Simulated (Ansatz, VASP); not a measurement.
## One calculation of Lu, two programs

The input INCAR:

```
ALGO = Normal
EDIFF = 1E-8
ENCUT = 520
GGA = PE
ISIF = 2
ISMEAR = -1
LASPH = True
LCHARG = False
LEFG = True
LREAL = False
LWAVE = False
NBANDS = 32
NELM = 100
PREC = Accurate
SIGMA = 0.05
```

Contents of KPOINTS:

```
k-points
0
Gamma
  12 12 6
```

Contents of POSCAR:

```
Lu
1.0
    3.5044885091      0.0000000000      0.0000000000
   -1.7522442546      3.0349760762      0.0000000000
    0.0000000000      0.0000000000      5.4648504935
Lu
2
Direct
    0.3333333333      0.6666666667      0.2500000000
    0.6666666667      0.3333333333      0.7500000000
```

Input for Ansatz:

```yaml
crystal:
  lattice:
    - [3.5044885091, 0.0, 0.0]
    - [-1.7522442546, 3.0349760762, 0.0]
    - [0.0, 0.0, 5.4648504935]
  atoms:
    - { symbol: Lu, position: [0.3333333333, 0.6666666667, 0.25] }
    - { symbol: Lu, position: [0.6666666667, 0.3333333333, 0.75] }
kpoints:
  mp_grid: { grid: [12, 12, 6] }
  band_path:
    path:
      - [0.0, 0.0, 0.0]
      - [0.5, 0.0, 0.0]
      - [0.3333333333, 0.3333333333, 0.0]
      - [0.0, 0.0, 0.0]
      - [0.0, 0.0, 0.5]
      - [0.5, 0.0, 0.5]
      - [0.3333333333, 0.3333333333, 0.5]
      - [0.0, 0.0, 0.5]
      - [0.5, 0.0, 0.5]
    npoints: 8
scf:
  occupations: { method: fermi_dirac, width: 0.05 }
hamiltonian:
  xc: pbe
  pseudopotentials: { kind: paw }
output:
  forces: true
  stress: true
  eigenvalues: true
  efg: { contact_densities: true }
  populations: true
  bader: true
  dos: { projected: true, de: 0.2, e_range: [-14, 8] }
```

Alike in both runs: task electric field gradients; functional PBE; k mesh 12 × 12 × 6; occupations fermi-dirac, width 0.05 eV; no spin polarisation.

|  | VASP | Ansatz |
| --- | --- | --- |
| version | VASP 6.6.1 | Ansatz 0.2.0 |
| potentials or method | VASP PAW PBE potentials, release 64 (Lu) | PAW with Ansatz's default frozen-core files, scalar-relativistic |
| plane-wave cutoff (eV) | 520 | 420 |
| valence electrons in the cell | 50 | 50 |

```csv
,VASP,Ansatz,Ansatz less VASP
pressure (GPa),0.2,0.0,-0.14
size of Vzz on the site where it differs most (V/Å²),74.7,64.9,-9.86
```

With one functional, cell and mesh, what is left measures potentials, basis and numerics.

Neither program's run includes spin-orbit coupling.
